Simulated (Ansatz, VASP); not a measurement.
**One calculation of Mg2Si3N, two programs**

```xyz
6
Lattice="3.2179 0.0000 0.0000 -1.6090 2.7868 0.0000 0.0000 0.0000 10.2085" Properties=species:S:1:pos:R:3 pbc="T T T"
Mg    1.6090    0.9289    9.1722
Mg    0.0000    1.8579    1.0364
Si    0.0000    1.8579    6.7637
Si    0.0000    0.0000    5.1043
Si    1.6090    0.9289    3.4448
N     0.0000    0.0000    0.0000
```

Alike in both runs: task single point; functional PBE; k mesh 12 × 12 × 4; occupations gaussian, width 0.1 eV; no spin polarisation.

|  | VASP | Ansatz |
| --- | --- | --- |
| version | VASP 6.6.1 | Ansatz 0.2.0 |
| potentials or method | VASP PAW PBE potentials, release 64 (Mg, Si, N), cutoff 600 eV | scalar-relativistic, plane waves, PAW |
| valence electrons in the cell | 21 | 37 |

|  | VASP | Ansatz | Ansatz less VASP |
| --- | --- | --- | --- |
| gap on the k mesh at the Fermi level (eV) | none | none | - |
| pressure (GPa) | -0.2 | 0.0 | +0.23 |
| traceless stress, the component that is largest in VASP (GPa) | -0.19 | -0.04 | +0.151 |
| rms of the force components (eV/Å) | 0.013 | 0.001 | -0.0119 |

Atom by atom the forces differ by 0.012 eV/Å (rms over components). A gap of «none» marks a metal or a gap that the smearing closes. With one functional, cell and mesh, what is left measures potentials, basis and numerics. VASP's potentials hold 21 valence electrons a cell and Ansatz's 37, so a difference there can come from the potentials and not from the codes.
